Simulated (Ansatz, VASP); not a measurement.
One calculation of ZnCd2Se2S, two programs

```
Zn Cd Se S
1.0
     4.09826    0.00000    0.00000
    -2.04913    3.54920    0.00000
     0.00000    0.00000   10.05894
Zn Cd Se S
1 2 2 1
Direct
  0.00000 0.00000 0.50000
  0.00000 0.00000 0.17555
  0.00000 0.00000 0.82445
  0.33333 0.66667 0.00000
  0.66667 0.33333 0.00000
  0.00000 0.00000 0.00000
```

Alike in both runs: task single point; functional PBE; k mesh 6 × 6 × 2; occupations gaussian, width 0.1 eV; no spin polarisation.

|  | VASP | Ansatz |
| --- | --- | --- |
| version | VASP 6.6.1 | Ansatz 0.2.0 |
| potentials or method | VASP PAW PBE potentials, release 64 (Zn, Cd, Se, S), cutoff 520 eV | scalar-relativistic, plane waves, PAW |
| valence electrons in the cell | 54 | 90 |

Ansatz gave:

- gap on the k mesh at the Fermi level (eV): none
- rms of the force components (eV/Å): 8.951

Question: Estimate VASP's values.

Answer: gap on the k mesh at the Fermi level (eV): none; rms of the force components (eV/Å): 9.372.

Atom by atom the forces differ by 0.421 eV/Å (rms over components). A gap of «none» marks a metal or a gap that the smearing closes. The functional is the same, so the differences come from potentials, cutoffs and numerics. VASP's potentials hold 54 valence electrons a cell and Ansatz's 90, so a difference there can come from the potentials and not from the codes.
